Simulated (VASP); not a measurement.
# Re (P6_3/mmc) in VASP: further runs

Re is run at these levels: PBEsol; tasks: single point, relaxation of cell and atoms.

Everything below comes from runs of VASP 6.6.1. Logs are shortened: lines on timing, memory, paths and dates and some standing lists are left out, and cuts for length are marked.

## Step 1: The cell of the first run

It takes space group P6_3/mmc (No. 194, hexagonal). The conventional cell has a = 2.750 Å, b = 2.750 Å, c = 4.445 Å, α = 90.00°, β = 90.00°, γ = 120.00°. Re (site symmetry -6m2) has 12 Re at 2.73 to 2.75 Å within 3.6 Å.

## Step 2: Single point, PBEsol

Input file INCAR:

```
PREC     = Accurate       # precision mode
ENCUT    = 520            # plane-wave cutoff, eV
EDIFF    = 1E-7           # SCF threshold, eV
ISMEAR   = 0              # smearing method
SIGMA    = 0.05           # smearing width, eV
LREAL    = False          # projectors in reciprocal space
LASPH    = True           # aspherical terms in the spheres
NELM     = 80             # most SCF steps
ALGO     = Normal         # electronic algorithm
ISIF     = 2              # what is computed and relaxed
LWAVE    = False          # write WAVECAR
LCHARG   = False          # write CHGCAR
GGA      = PS             # functional
NBANDS   = 14             # bands
```

Input file KPOINTS:

```
regular mesh
0
Gamma
  18 18 10
```

Input file POSCAR:

```
Re
1.0
    2.7498186612      0.0000000000      0.0000000000
   -1.3749093306      2.3814128164      0.0000000000
    0.0000000000      0.0000000000      4.4447859029
Re
2
Direct
    0.3333333333      0.6666666667      0.7500000000
    0.6666666667      0.3333333333      0.2500000000
```

Potentials or basis: VASP PAW PBE potentials, release 64 (Re).

Command:

```bash
> cat potpaw_PBE.64/Re/POTCAR > POTCAR
> mpirun -np 1 vasp_std > vasp.out
```

OUTCAR:

```text
PREC = Accurate
   ENCUT = 520
   EDIFF = 1E-7
   ISMEAR = 0
   LREAL = False
   LASPH = True
   NELM = 80
   ISIF = 2
   GGA = PS

 ion  position               nearest neighbor table
   1  0.333  0.667  0.750-   2 2.73   2 2.73   2 2.73   2 2.73   2 2.73   2 2.73
   2  0.667  0.333  0.250-   1 2.73   1 2.73   1 2.73   1 2.73   1 2.73   1 2.73

  LATTYP: Found a hexagonal cell.
 ALAT       =     2.7498186612
 C/A-ratio  =     1.6163923700

  Lattice vectors:

 A1 = (   2.7498186612,   0.0000000000,   0.0000000000)
 A2 = (  -1.3749093306,   2.3814128164,   0.0000000000)
 A3 = (   0.0000000000,   0.0000000000,   4.4447859029)

Analysis of symmetry for initial positions (statically):
=====================================================================
 Subroutine PRICEL returns:
 Original cell was already a primitive cell.

 Routine SETGRP: Setting up the symmetry group for a
 hexagonal supercell.

 Subroutine GETGRP returns: Found 24 space group operations
 (whereof 12 operations were pure point group operations)
 out of a pool of 24 trial point group operations.

The static configuration has the point symmetry D_3d.
 The point group associated with its full space group is D_6h.

Analysis of symmetry for dynamics (positions and initial velocities):
=====================================================================
 Subroutine PRICEL returns:
 Original cell was already a primitive cell.

 Routine SETGRP: Setting up the symmetry group for a
 hexagonal supercell.

 Subroutine GETGRP returns: Found 24 space group operations
 (whereof 12 operations were pure point group operations)
 out of a pool of 24 trial point group operations.

The dynamic configuration has the point symmetry D_3d.
 The point group associated with its full space group is D_6h.

 Subroutine INISYM returns: Found 24 space group operations
 (whereof 12 operations are pure point group operations),
 and found     1 'primitive' translations

----------------------------------------------------------------------------------------

                                     Primitive cell

  volume of cell :      29.1065

  direct lattice vectors                    reciprocal lattice vectors
     2.749818661  0.000000000  0.000000000     0.363660344  0.209959397  0.000000000
    -1.374909331  2.381412816  0.000000000     0.000000000  0.419918795  0.000000000
     0.000000000  0.000000000  4.444785903     0.000000000  0.000000000  0.224982715

  length of vectors
     2.749818661  2.749818661  4.444785903     0.419918795  0.419918795  0.224982715

  position of ions in fractional coordinates (direct lattice)
     0.333333333  0.666666667  0.750000000
     0.666666667  0.333333333  0.250000000

  ion indices of the primitive-cell ions
   primitive index   ion index
                 1           1
                 2           2

----------------------------------------------------------------------------------------

 KPOINTS: regular mesh

Automatic generation of k-mesh.
 Grid dimensions read from file:
 generate k-points for:   18   18   10

 Generating k-lattice:

  Cartesian coordinates                     Fractional coordinates (reciprocal lattice)
     0.020203352  0.011664411  0.000000000     0.055555556  0.000000000  0.000000000
     0.000000000  0.023328822  0.000000000     0.000000000  0.055555556  0.000000000
     0.000000000  0.000000000  0.022498271     0.000000000  0.000000000  0.100000000

  Length of vectors
     0.023328822  0.023328822  0.022498271

  Shift w.r.t. Gamma in fractional coordinates (k-lattice)
     0.000000000  0.000000000  0.000000000

 Subroutine IBZKPT returns following result:
 ===========================================

 Found    222 irreducible k-points:

 Following reciprocal coordinates:
            Coordinates               Weight
  0.000000  0.000000  0.000000      1.000000
  0.055556  0.000000  0.000000      6.000000
  0.111111  0.000000  0.000000      6.000000
  0.166667  0.000000  0.000000      6.000000
  0.222222  0.000000  0.000000      6.000000
  0.277778  0.000000  0.000000      6.000000
[... 16 lines left out ...]
  0.333333  0.111111  0.000000     12.000000
  0.388889  0.111111  0.000000     12.000000
 [... further k-points ...]
   k-points           NKPTS =    222   k-points in BZ     NKDIM =    222   number of bands    NBANDS=     14
   number of dos      NEDOS =    301   number of ions     NIONS =      2
   total plane-waves  NPLWV =  14400
   dimension x,y,z NGX =    20 NGY =   20 NGZ =   36
   dimension x,y,z NGXF=    40 NGYF=   40 NGZF=   72
   ions per type =               2
   NGX,Y,Z   is equivalent  to a cutoff of  12.09, 12.09, 13.46 a.u.
   NGXF,Y,Z  is equivalent  to a cutoff of  24.18, 24.18, 26.93 a.u.
 SYSTEM =  unknown system
   PREC   = accura    normal or accurate (medium, high low for compatibility)
   ISTART =      0    job   : 0-new  1-cont  2-samecut
   ICHARG =      2    charge: 1-file 2-atom 10-const
   ISPIN  =      1    spin polarized calculation?
   LNONCOLLINEAR =      F non collinear calculations
   LSORBIT =      F    spin-orbit coupling
   LASPH  =      T    aspherical Exc in radial PAW
   ENCUT  =  520.0 eV  38.22 Ry    6.18 a.u.   5.11  5.11  8.26*2*pi/ulx,y,z
   NELM   =     80;   NELMIN=  2; NELMDL= -5     # of ELM steps
   EDIFF  = 0.1E-06   stopping-criterion for ELM
   LREAL  =      F    real-space projection
   EDIFFG = 0.1E-05   stopping-criterion for IOM
   NSW    =      0    number of steps for IOM
   IBRION =     -1    ionic relax: 0-MD 1-quasi-New 2-CG
   NFREE  =      0    steps in history (QN), initial steepest desc. (CG)
   ISIF   =      2    stress and relaxation
   ISYM   =      2    0-nonsym 1-usesym 2-fastsym
   POTIM  = 0.5000    time-step for ionic-motion
   TEBEG  =    0.0;   TEEND  =   0.0 temperature during run
   PSTRESS=    0.0 pullay stress
   NELECT =      14.0000    total number of electrons
   NUPDOWN=      -1.0000    fix difference up-down
   EMIN   =  10.00;   EMAX   =-10.00  energy-range for DOS
   EFERMI =   0.00;   METHOD = LEGACY
   ISMEAR =     0;   SIGMA  =   0.05  broadening in eV -4-tet -1-fermi 0-gaus
   EFERMI_NEDOS =   21; number of points for ismear=-14 and -15
   IALGO  =     38    algorithm
   IMIX   =      4    mixing-type and parameters
     AMIX     =   0.40;   BMIX     =  1.00
     AMIX_MAG =   1.60;   BMIX_MAG =  1.00
  volume/ion in A,a.u.               =      14.55        98.21
  Fermi-wavevector in a.u.,A,eV,Ry     =   1.282688  2.423929 22.385504  1.645288
  Thomas-Fermi vector in A             =   2.414985
   LORBIT       =      0    0 simple, 1 ext, 2 COOP (PROOUT), +10 PAW based schemes
   GGA     = PS    functional components
   LHFCALC =     F    Hartree Fock is set to
   AEXX    =    0.0000 exact exchange contribution
   IVDW    =     0    specifies the selected vdW correction
   LEPSILON=     F    determine dielectric tensor
   LRPA    =     F    only Hartree local field effects (RPA)
 non-spin polarized calculation
 Gauss-broadening in eV      SIGMA  =   0.05
  energy-cutoff  :      520.00
  volume of cell :       29.11
 maximum number of plane-waves:       798
   NGX = 11   NGY = 11   NGZ = 17

 number of electron      14.0000001 magnetization

 Free energy of the ion-electron system (eV)
  ---------------------------------------------------
  ext. energy  EPLUGINS =         0.00000000
  ---------------------------------------------------
  free energy    TOTEN  =       -26.73752962 eV

  energy without entropy =      -26.73558334  energy(sigma->0) =      -26.73655648

 E-fermi :   7.8329     XC(G=0): -13.8799

 val. band max:        7.8288975817   @ k =   0.3889   0.2222   0.3000
 cond. band min:       7.8362969093   @ k =   0.3889   0.0000   0.5000
 fundamental gap:      0.0073993276
 Fermi energy:         7.8329491278

 k-point     1 :       0.0000    0.0000    0.0000
  band No.  band energies     occupation
      1      -2.1205      2.00000
      2       1.1289      2.00000
      3       6.2287      2.00000
      4       6.2398      2.00000
      5       6.2398      2.00000
      6       7.0915      2.00000
      7       7.0915      2.00000
      8       8.0475      0.00000
      9       8.0475      0.00000
     10       8.4789      0.00000
     11      11.2737      0.00000
     12      11.2737      0.00000
     13      17.9864      0.00000
     14      22.0458      0.00000

 k-point     2 :       0.0556    0.0000    0.0000
  band No.  band energies     occupation
      1      -1.9917      2.00000
      2       1.2509      2.00000
      3       5.8637      2.00000
      4       6.3580      2.00000
      5       6.5612      2.00000
      6       6.9977      2.00000
      7       7.2035      2.00000
      8       7.7825      1.84647
      9       7.9459      0.00140
     10       8.1538      0.00000
     11      11.3433      0.00000
     12      11.8688      0.00000
     13      17.9826      0.00000
     14      22.3354      0.00000

 k-point     3 :       0.1111    0.0000    0.0000
  band No.  band energies     occupation
      1      -1.6165      2.00000
      2       1.5935      2.00000
      3       5.4304      2.00000
      4       6.6875      2.00000
      5       6.7086      2.00000
      6       6.8490      2.00000
      7       6.9770      2.00000
      8       7.5342      2.00000
      9       7.6791      1.99999
     10       7.9064      0.03767
     11      11.5167      0.00000
     12      13.0772      0.00000
     13      17.9398      0.00000
     14      23.1361      0.00000

 k-point     4 :       0.1667    0.0000    0.0000
  band No.  band energies     occupation
      1      -1.0299      2.00000
      2       2.0697      2.00000
      3       5.0082      2.00000
      4       5.8209      2.00000
      5       6.3658      2.00000
      6       7.2787      2.00000
      7       7.3237      2.00000
      8       7.4362      2.00000
      9       7.6391      2.00000
     10       8.0686      0.00000
     11      11.7261      0.00000
     12      14.4531      0.00000
     13      17.8058      0.00000
     14      24.1317      0.00000

 k-point     5 :       0.2222    0.0000    0.0000
  band No.  band energies     occupation
      1      -0.2971      2.00000
      2       2.4706      2.00000
      3       4.7775      2.00000
      4       4.8711      2.00000
      5       6.0884      2.00000
      6       6.9463      2.00000
      7       7.3440      2.00000
      8       8.0447      0.00000
      9       8.0662      0.00000
     10       8.7793      0.00000
     11      11.9204      0.00000
[... 276 lines left out ...]
 k-point    22 :       0.2778    0.1111    0.0000
  band No.  band energies     occupation
      1       1.5194      2.00000
      2       2.7294      2.00000
      3       3.3490      2.00000
      4       4.6944      2.00000
      5       5.8569      2.00000
      6       6.4040      2.00000
      7       6.9931      2.00000
      8       9.2233      0.00000
      9      10.4457      0.00000
     10      11.4828      0.00000
     11      11.9528      0.00000
     12      17.2729      0.00000
     13      19.0943      0.00000
     14      20.0183      0.00000

 k-point    23 :       0.3333    0.1111    0.0000
  band No.  band energies     occupation
      1       1.9897      2.00000
      2       2.4746      2.00000
      3       2.9046      2.00000
      4       5.1130      2.00000
      5       5.7553      2.00000
      6       6.6813      2.00000
      7       6.8686      2.00000
      8      10.1577      0.00000
      9      11.2328      0.00000
     10      11.9918      0.00000
     11      12.5839      0.00000
     12      17.5027      0.00000
     13      18.1419      0.00000
     14      20.2401      0.00000

 k-point    24 :       0.3889    0.1111    0.0000
  band No.  band energies     occupation
      1       2.1894      2.00000
      2       2.3187      2.00000
      3       2.6315      2.00000
      4       5.5432      2.00000
      5       5.7278      2.00000
      6       6.4483      2.00000
      7       7.2109      2.00000
      8      11.1106      0.00000
      9      11.7262      0.00000
     10      12.0116      0.00000
     11      13.5968      0.00000
     12      16.3926      0.00000
     13      18.1401      0.00000
     14      19.2057      0.00000

 [... further k-points ...]

------------------------ aborting loop because EDIFF is reached ----------------------------------------

  FORCE on cell =-STRESS in cart. coord.  units (eV):
  Direction    XX          YY          ZZ          XY          YZ          ZX
  --------------------------------------------------------------------------------------
  -------------------------------------------------------------------------------------
  Total        0.0072365      0.0072365     -0.0081921      0.0000000      0.0000000     -0.0000000
  in kB        0.3983350      0.3983350     -0.4509401      0.0000000      0.0000000     -0.0000000
  external PRESSURE =       0.1152433 kB  Pullay stress =       0.0000000 kB

 VOLUME and BASIS-vectors are now :
 -----------------------------------------------------------------------------
  energy-cutoff  :      520.00
  volume of cell :       29.11
      direct lattice vectors                 reciprocal lattice vectors
     2.749818661  0.000000000  0.000000000     0.363660344  0.209959397  0.000000000
    -1.374909331  2.381412816  0.000000000     0.000000000  0.419918795  0.000000000
     0.000000000  0.000000000  4.444785903     0.000000000  0.000000000  0.224982715

 POSITION                                       TOTAL-FORCE (eV/Angst)
 -----------------------------------------------------------------------------------
     -0.00000      1.58761      3.33359        -0.000000      0.000000      0.000000
      1.37491      0.79380      1.11120         0.000000     -0.000000      0.000000
 -----------------------------------------------------------------------------------
    total drift:                               -0.000000      0.000000     -0.000000

  FREE ENERGIE OF THE ION-ELECTRON SYSTEM (eV)
  ---------------------------------------------------
  free  energy   TOTEN  =       -26.7375296201 eV

  energy  without entropy=      -26.7355833366  energy(sigma->0) =      -26.73655648
```

Wall time 1.9 min (1 thread of Intel Xeon 8259CL, shared host); peak memory 0.2 GiB.

What came out:

```
Free energy            : -26.7375 eV
Pressure               : 0.0 GPa
Band gap on the k mesh : zero (bands 7 and 8 overlap by 3.23 eV)
```

Stress tensor (GPa, compression positive):
```
 0.04  0.00  0.00
 0.00  0.04  0.00
 0.00  0.00 -0.05
```

Levels at points of the mesh, in eV from the Fermi level:
```csv
k point,band 5,band 6,band 7,band 8,band 9,band 10
"(0.00, 0.00, 0.00)",-1.59,-0.74,-0.74,0.21,0.21,0.65
"(0.50, 0.00, 0.00)",-1.72,-1.38,-0.60,4.07,4.47,4.61
"(0.00, 0.00, 0.50)",-1.72,-1.72,-1.72,-1.72,2.61,2.61
"(0.50, 0.00, 0.50)",0.42,0.42,0.97,0.97,4.39,4.39
```

Caveat: the PAW data sets were made with another functional, which shifts forces and pressure a little; spin-orbit coupling is left out, which moves the levels of the heavy elements.

(Continued in part 2 of 2.)
